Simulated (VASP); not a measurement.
# BaTiO3 (P4mm) in VASP: further runs

Runs on BaTiO3. Level: PBE. Tasks: single point.

Program: VASP 6.6.1. These are calculated values, not measurements. Logs are shortened: lines on timing, memory, paths and dates and some standing lists are left out, and cuts for length are marked.

**1. The cell of the first run**

The structure is tetragonal, space group P4mm (No. 99). The conventional cell has a = 3.968 Å, b = 3.968 Å, c = 4.068 Å, α = 90.00°, β = 90.00°, γ = 90.00°. Within 3.7 Å of Ba (site symmetry 4mm) lie 12 O at 2.78 to 2.90 Å and 8 Ti at 3.43 to 3.50 Å. Within 2.4 Å of Ti (site symmetry 4mm) lie 6 O at 1.84 to 2.23 Å. O (site symmetry 4mm) has 2 Ti at 1.84 to 2.23 Å within 2.4 Å. O (site symmetry 2mm) has 2 Ti at 1.99 Å within 2.6 Å.

**2. Single point, PBE (volume scaled by 0.960)**

File INCAR:

```
SYSTEM = BaTiO3
ALGO = Normal ; EDIFF = 1E-6
ENCUT = 520 ; GGA = PE
ISIF = 2 ; ISMEAR = 0
LASPH = .TRUE. ; LCHARG = .TRUE.
LELF = .TRUE. ; LREAL = .FALSE.
LVHAR = .TRUE. ; LWAVE = .FALSE.
NBANDS = 28 ; NELM = 60
PREC = Accurate ; SIGMA = 0.05
```

File KPOINTS:

```
k-points
0
G
  8 8 8
  0 0 0
```

File POSCAR:

```
BaTiO3
1.0
    3.9683478460      0.0000000000      0.0000000000
    0.0000000000      3.9683478460      0.0000000000
    0.0000000000      0.0000000000      4.0684634840
Ba Ti O
1 1 3
Direct
    0.0000000000      0.0000000000     -0.0023794156
    0.5000000000      0.5000000000      0.4814776333
    0.5000000000      0.5000000000      0.0289971905
    0.5000000000      0.0000000000      0.5174522959
    0.0000000000      0.5000000000      0.5174522959
```

Potentials or basis: VASP PAW PBE potentials, release 64 (Ba_sv, Ti_sv, O).

The run is started by

```console
$ cat potpaw_PBE.64/Ba_sv/POTCAR potpaw_PBE.64/Ti_sv/POTCAR potpaw_PBE.64/O/POTCAR > POTCAR
$ mpirun -np 1 vasp_std > vasp.out
```

OUTCAR:

```text
SYSTEM = BaTiO3
   EDIFF = 1E-6
   ENCUT = 520
   GGA = PE
   ISIF = 2
   ISMEAR = 0
   LASPH = .TRUE.
   LREAL = .FALSE.
   NELM = 60
   PREC = Accurate

 ion  position               nearest neighbor table
   1  0.000  0.000  0.998-   4 2.78   5 2.78   5 2.78   4 2.78   3 2.81   3 2.81   3 2.81   3 2.81
                             4 2.90   5 2.90   5 2.90   4 2.90   2 3.43   2 3.43   2 3.43   2 3.43
   2  0.500  0.500  0.481-   3 1.84   4 1.99   5 1.99   4 1.99   5 1.99   3 2.23   1 3.43   1 3.43
                             1 3.43   1 3.43   1 3.50   1 3.50   1 3.50   1 3.50
   3  0.500  0.500  0.029-   2 1.84   2 2.23   1 2.81   1 2.81   1 2.81   1 2.81
   4  0.500  0.000  0.517-   2 1.99   2 1.99   1 2.78   1 2.78   1 2.90   1 2.90
   5  0.000  0.500  0.517-   2 1.99   2 1.99   1 2.78   1 2.78   1 2.90   1 2.90

  LATTYP: Found a simple tetragonal cell.
 ALAT       =     3.9683478460
 C/A-ratio  =     1.0252285439

  Lattice vectors:

 A1 = (   3.9683478460,   0.0000000000,   0.0000000000)
 A2 = (   0.0000000000,   3.9683478460,   0.0000000000)
 A3 = (   0.0000000000,   0.0000000000,   4.0684634840)

Analysis of symmetry for initial positions (statically):
=====================================================================
 Subroutine PRICEL returns:
 Original cell was already a primitive cell.

 Routine SETGRP: Setting up the symmetry group for a
 simple tetragonal supercell.

 Subroutine GETGRP returns: Found  8 space group operations
 (whereof  8 operations were pure point group operations)
 out of a pool of 16 trial point group operations.

The static configuration has the point symmetry C_4v.

Analysis of symmetry for dynamics (positions and initial velocities):
=====================================================================
 Subroutine PRICEL returns:
 Original cell was already a primitive cell.

 Routine SETGRP: Setting up the symmetry group for a
 simple tetragonal supercell.

 Subroutine GETGRP returns: Found  8 space group operations
 (whereof  8 operations were pure point group operations)
 out of a pool of 16 trial point group operations.

The dynamic configuration has the point symmetry C_4v.

 Subroutine INISYM returns: Found  8 space group operations
 (whereof  8 operations are pure point group operations),
 and found     1 'primitive' translations

----------------------------------------------------------------------------------------

                                     Primitive cell

  volume of cell :      64.0693

  direct lattice vectors                    reciprocal lattice vectors
     3.968347846  0.000000000  0.000000000     0.251994039  0.000000000  0.000000000
     0.000000000  3.968347846  0.000000000     0.000000000  0.251994039  0.000000000
     0.000000000  0.000000000  4.068463484     0.000000000  0.000000000  0.245793038

  length of vectors
     3.968347846  3.968347846  4.068463484     0.251994039  0.251994039  0.245793038

  position of ions in fractional coordinates (direct lattice)
     0.000000000  0.000000000  0.997620584
     0.500000000  0.500000000  0.481477633
     0.500000000  0.500000000  0.028997191
     0.500000000  0.000000000  0.517452296
     0.000000000  0.500000000  0.517452296

  ion indices of the primitive-cell ions
   primitive index   ion index
                 1           1
                 2           2
                 3           3
                 4           4
                 5           5

----------------------------------------------------------------------------------------

 KPOINTS: k-points

Automatic generation of k-mesh.
 Grid dimensions read from file:
 generate k-points for:    8    8    8

 Generating k-lattice:

  Cartesian coordinates                     Fractional coordinates (reciprocal lattice)
     0.031499255  0.000000000  0.000000000     0.125000000  0.000000000  0.000000000
     0.000000000  0.031499255  0.000000000     0.000000000  0.125000000  0.000000000
     0.000000000  0.000000000  0.030724130     0.000000000  0.000000000  0.125000000

  Length of vectors
     0.031499255  0.031499255  0.030724130

  Shift w.r.t. Gamma in fractional coordinates (k-lattice)
     0.000000000  0.000000000  0.000000000

 Subroutine IBZKPT returns following result:
 ===========================================

 Found     75 irreducible k-points:

 Following reciprocal coordinates:
            Coordinates               Weight
  0.000000  0.000000  0.000000      1.000000
  0.125000  0.000000  0.000000      4.000000
  0.250000  0.000000  0.000000      4.000000
  0.375000  0.000000  0.000000      4.000000
  0.500000  0.000000  0.000000      2.000000
  0.125000  0.125000  0.000000      4.000000
[... 16 lines left out ...]
  0.375000  0.125000  0.125000     16.000000
  0.500000  0.125000  0.125000      8.000000
 [... further k-points ...]
   k-points           NKPTS =     75   k-points in BZ     NKDIM =     75   number of bands    NBANDS=     28
   number of dos      NEDOS =    301   number of ions     NIONS =      5
   total plane-waves  NPLWV =  27000
   dimension x,y,z NGX =    30 NGY =   30 NGZ =   30
   dimension x,y,z NGXF=    60 NGYF=   60 NGZF=   60
   ions per type =               1   1   3
   NGX,Y,Z   is equivalent  to a cutoff of  12.57, 12.57, 12.26 a.u.
   NGXF,Y,Z  is equivalent  to a cutoff of  25.14, 25.14, 24.52 a.u.
 SYSTEM =  BaTiO3
   PREC   = accura    normal or accurate (medium, high low for compatibility)
   ISTART =      0    job   : 0-new  1-cont  2-samecut
   ICHARG =      2    charge: 1-file 2-atom 10-const
   ISPIN  =      1    spin polarized calculation?
   LNONCOLLINEAR =      F non collinear calculations
   LSORBIT =      F    spin-orbit coupling
   LASPH  =      T    aspherical Exc in radial PAW
   ENCUT  =  520.0 eV  38.22 Ry    6.18 a.u.   7.38  7.38  7.56*2*pi/ulx,y,z
   NELM   =     60;   NELMIN=  2; NELMDL= -5     # of ELM steps
   EDIFF  = 0.1E-05   stopping-criterion for ELM
   LREAL  =      F    real-space projection
   EDIFFG = 0.1E-04   stopping-criterion for IOM
   NSW    =      0    number of steps for IOM
   IBRION =     -1    ionic relax: 0-MD 1-quasi-New 2-CG
   NFREE  =      0    steps in history (QN), initial steepest desc. (CG)
   ISIF   =      2    stress and relaxation
   ISYM   =      2    0-nonsym 1-usesym 2-fastsym
   POTIM  = 0.5000    time-step for ionic-motion
   TEBEG  =    0.0;   TEEND  =   0.0 temperature during run
   PSTRESS=    0.0 pullay stress
   NELECT =      40.0000    total number of electrons
   NUPDOWN=      -1.0000    fix difference up-down
   EMIN   =  10.00;   EMAX   =-10.00  energy-range for DOS
   EFERMI =   0.00;   METHOD = LEGACY
   ISMEAR =     0;   SIGMA  =   0.05  broadening in eV -4-tet -1-fermi 0-gaus
   EFERMI_NEDOS =   21; number of points for ismear=-14 and -15
   IALGO  =     38    algorithm
   IMIX   =      4    mixing-type and parameters
     AMIX     =   0.40;   BMIX     =  1.00
     AMIX_MAG =   1.60;   BMIX_MAG =  1.00
  volume/ion in A,a.u.               =      12.81        86.47
  Fermi-wavevector in a.u.,A,eV,Ry     =   1.399195  2.644095 26.636755  1.957746
  Thomas-Fermi vector in A             =   2.522278
   LORBIT       =      0    0 simple, 1 ext, 2 COOP (PROOUT), +10 PAW based schemes
   GGA     = PE    functional components
   LHFCALC =     F    Hartree Fock is set to
   AEXX    =    0.0000 exact exchange contribution
   IVDW    =     0    specifies the selected vdW correction
   LEPSILON=     F    determine dielectric tensor
   LRPA    =     F    only Hartree local field effects (RPA)
 non-spin polarized calculation
 Gauss-broadening in eV      SIGMA  =   0.05
  energy-cutoff  :      520.00
  volume of cell :       64.07
 maximum number of plane-waves:      1767
 NGX is ok and might be reduce to    30
   NGX = 15   NGY = 15   NGZ = 15

 number of electron      39.9999985 magnetization

 Free energy of the ion-electron system (eV)
  ---------------------------------------------------
  ext. energy  EPLUGINS =         0.00000000
  ---------------------------------------------------
  free energy    TOTEN  =       -39.98340153 eV

  energy without entropy =      -39.98340153  energy(sigma->0) =      -39.98340153

 E-fermi :   4.1935     XC(G=0): -11.2515

 val. band max:        3.9527892716   @ k =   0.5000   0.5000   0.5000
 cond. band min:       5.7641439923   @ k =   0.0000   0.0000   0.0000
 fundamental gap:      1.8113547207
 Fermi energy:         4.1934808717

 k-point     1 :       0.0000    0.0000    0.0000
  band No.  band energies     occupation
      1     -52.5973      2.00000
      2     -28.8896      2.00000
      3     -28.8128      2.00000
      4     -28.8128      2.00000
      5     -21.0028      2.00000
      6     -13.0533      2.00000
[... 20 lines left out ...]
     27       9.0283      0.00000
     28      11.1842      0.00000

 k-point     2 :       0.1250    0.0000    0.0000
  band No.  band energies     occupation
      1     -52.5972      2.00000
      2     -28.8893      2.00000
      3     -28.8214      2.00000
      4     -28.8125      2.00000
      5     -20.9846      2.00000
      6     -13.0626      2.00000
[... 20 lines left out ...]
     27       9.3322      0.00000
     28      11.5631      0.00000

 k-point     3 :       0.2500    0.0000    0.0000
  band No.  band energies     occupation
      1     -52.5967      2.00000
      2     -28.8885      2.00000
      3     -28.8421      2.00000
      4     -28.8117      2.00000
      5     -20.9400      2.00000
      6     -13.1328      2.00000
[... 20 lines left out ...]
     27      10.0937      0.00000
     28      12.1941      0.00000

 k-point     4 :       0.3750    0.0000    0.0000
  band No.  band energies     occupation
      1     -52.5963      2.00000
      2     -28.8876      2.00000
      3     -28.8627      2.00000
      4     -28.8109      2.00000
      5     -20.8944      2.00000
      6     -13.2438      2.00000
[... 20 lines left out ...]
     27      11.0193      0.00000
     28      12.0827      0.00000

 k-point     5 :       0.5000    0.0000    0.0000
  band No.  band energies     occupation
      1     -52.5961      2.00000
      2     -28.8872      2.00000
      3     -28.8712      2.00000
      4     -28.8105      2.00000
      5     -20.8753      2.00000
      6     -13.2958      2.00000
[... 20 lines left out ...]
     27      11.4930      0.00000
     28      12.0374      0.00000

 k-point     6 :       0.1250    0.1250    0.0000
  band No.  band energies     occupation
      1     -52.5970      2.00000
      2     -28.8889      2.00000
      3     -28.8213      2.00000
      4     -28.8208      2.00000
      5     -20.9673      2.00000
      6     -13.0587      2.00000
[... 463 lines left out ...]
      5     -20.9536      2.00000
      6     -13.0403      2.00000
[... 20 lines left out ...]
     27       9.8413      0.00000
     28      11.8308      0.00000

 k-point    22 :       0.2500    0.1250    0.1250
  band No.  band energies     occupation
      1     -52.5965      2.00000
      2     -28.8945      2.00000
      3     -28.8413      2.00000
      4     -28.8199      2.00000
      5     -20.9131      2.00000
      6     -13.0525      2.00000
[... 20 lines left out ...]
     27      10.5083      0.00000
     28      12.1584      0.00000

 k-point    23 :       0.3750    0.1250    0.1250
  band No.  band energies     occupation
      1     -52.5960      2.00000
      2     -28.8936      2.00000
      3     -28.8618      2.00000
      4     -28.8191      2.00000
      5     -20.8718      2.00000
      6     -13.1178      2.00000
[... 20 lines left out ...]
     27      11.4040      0.00000
     28      12.4843      0.00000

 k-point    24 :       0.5000    0.1250    0.1250
  band No.  band energies     occupation
      1     -52.5959      2.00000
      2     -28.8932      2.00000
      3     -28.8702      2.00000
      4     -28.8187      2.00000
      5     -20.8544      2.00000
      6     -13.1546      2.00000
[... 20 lines left out ...]
     27      11.7951      0.00000
     28      12.6265      0.00000

 [... further k-points ...]
[... 5 lines left out ...]
  --------------------------------------------------------------------------------------
  -------------------------------------------------------------------------------------
  Total        2.4924364      2.4924364      2.4669034      0.0000000      0.0000000      0.0000000
  in kB       62.3282273     62.3282273     61.6897242      0.0000000      0.0000000      0.0000000
  external PRESSURE =      62.1153929 kB  Pullay stress =       0.0000000 kB

 VOLUME and BASIS-vectors are now :
 -----------------------------------------------------------------------------
  energy-cutoff  :      520.00
  volume of cell :       64.07
      direct lattice vectors                 reciprocal lattice vectors
     3.968347846  0.000000000  0.000000000     0.251994039  0.000000000  0.000000000
     0.000000000  3.968347846  0.000000000     0.000000000  0.251994039  0.000000000
     0.000000000  0.000000000  4.068463484     0.000000000  0.000000000  0.245793038

 POSITION                                       TOTAL-FORCE (eV/Angst)
 -----------------------------------------------------------------------------------
      0.00000      0.00000      4.05878         0.000000     -0.000000      0.035121
      1.98417      1.98417      1.95887         0.000000      0.000000      0.055088
      1.98417      1.98417      0.11797         0.000000     -0.000000     -0.057215
      1.98417      0.00000      2.10524         0.000000     -0.000000     -0.016497
      0.00000      1.98417      2.10524        -0.000000     -0.000000     -0.016497
 -----------------------------------------------------------------------------------
    total drift:                                0.000000      0.000000      0.000189

  FREE ENERGIE OF THE ION-ELECTRON SYSTEM (eV)
  ---------------------------------------------------
  free  energy   TOTEN  =       -39.9834015256 eV

  energy  without entropy=      -39.9834015256  energy(sigma->0) =      -39.98340153
```

Run time: 2.1 min. Hardware: 1 thread of Intel Xeon Platinum 8488C (Sapphire Rapids), shared host; peak memory 0.26 GiB.

What came out:

```
Free energy            : -39.9834 eV
Pressure               : 6.2 GPa
Largest force          : 0.057 eV/Å
Band gap on the k mesh : 1.81 eV, indirect (least direct gap 2.24 eV)
```

Forces in eV/Å, atoms in the order of the input:
```
Ba   0.000  0.000  0.035
Ti   0.000  0.000  0.055
O    0.000  0.000 -0.057
O    0.000  0.000 -0.016
O    0.000  0.000 -0.016
```

Levels at points of the mesh, in eV from the valence-band top:
| k point | band 18 | band 19 | band 20 | band 21 | band 22 | band 23 |
| --- | --- | --- | --- | --- | --- | --- |
| (0.00, 0.00, 0.00) | -0.55 | -0.43 | -0.43 | 1.81 | 2.22 | 2.22 |
| (0.50, 0.00, 0.00) | -1.74 | -1.23 | -1.05 | 2.33 | 3.55 | 3.62 |
| (0.50, 0.50, 0.00) | -1.05 | -1.05 | -0.08 | 3.64 | 3.64 | 4.02 |
| (0.00, 0.00, 0.50) | -2.03 | -0.72 | -0.72 | 1.96 | 3.56 | 3.56 |
| (0.50, 0.00, 0.50) | -1.02 | -0.98 | -0.33 | 3.58 | 3.59 | 3.92 |
| (0.50, 0.50, 0.50) | -0.24 | -0.24 | 0.00 | 4.17 | 4.17 | 4.23 |

Caveat: spin-orbit coupling is left out, which moves the levels of the heavy elements.

**3. Single point, PBE (volume scaled by 0.980)**

File INCAR:

```
ALGO = Normal ; EDIFF = 1E-6
ENCUT = 520 ; GGA = PE
ISIF = 2 ; ISMEAR = 0
LASPH = True ; LCHARG = False
LREAL = False ; LWAVE = False
NBANDS = 28 ; NELM = 80
PREC = Accurate ; SIGMA = 0.05
```

File KPOINTS:

```
k-points
0
Gamma
  8 8 8
```

File POSCAR:

```
BaTiO3
1.0
    3.9777429652      0.0000000000      0.0000000000
    0.0000000000      3.9777429652      0.0000000000
    0.0000000000      0.0000000000      4.1336271301
Ba Ti O
1 1 3
Direct
    0.0000000000      0.0000000000     -0.0062112082
    0.5000000000      0.5000000000      0.4763861489
    0.5000000000      0.5000000000      0.0349509897
    0.5000000000      0.0000000000      0.5189370348
    0.0000000000      0.5000000000      0.5189370348
```

Potentials or basis: VASP PAW PBE potentials, release 64 (Ba_sv, Ti_sv, O).

The run is started by

```console
$ cat potpaw_PBE.64/Ba_sv/POTCAR potpaw_PBE.64/Ti_sv/POTCAR potpaw_PBE.64/O/POTCAR > POTCAR
$ mpirun -np 1 vasp_std > vasp.out
```

Run time: 1.7 min. Hardware: 1 thread of Intel Xeon Platinum 8488C (Sapphire Rapids), shared host; peak memory 0.27 GiB.

It converged, with:

```yaml
Free_energy: -40.0217 eV
Pressure: 3.7 GPa
Largest_force: 0.073 eV/Å
Band_gap_on_the_k_mesh: 1.80 eV, indirect (least direct gap 2.31 eV)
```

Forces on the atoms (eV/Å):
```
Ba   0.000  0.000  0.040
Ti   0.000  0.000  0.073
O    0.000  0.000 -0.071
O    0.000  0.000 -0.021
O    0.000  0.000 -0.021
```

Stress tensor (GPa, compression positive):
```
3.71 0.00 0.00
0.00 3.71 0.00
0.00 0.00 3.62
```

Levels at points of the mesh, in eV from the valence-band top:
```csv
k point,band 18,band 19,band 20,band 21,band 22,band 23
"(0.00, 0.00, 0.00)",-0.75,-0.51,-0.51,1.80,2.33,2.33
"(0.50, 0.00, 0.00)",-1.72,-1.42,-1.20,2.43,3.48,3.57
"(0.50, 0.50, 0.00)",-1.12,-1.12,-0.07,3.60,3.60,3.95
"(0.00, 0.00, 0.50)",-2.01,-0.73,-0.73,1.93,3.49,3.49
"(0.50, 0.00, 0.50)",-1.10,-1.04,-0.43,3.51,3.52,3.81
"(0.50, 0.50, 0.50)",-0.35,-0.35,0.00,4.05,4.05,4.14
```

Caveat: spin-orbit coupling is left out, which moves the levels of the heavy elements. A k mesh can miss the band edges.

(Continued in part 2 of 2.)
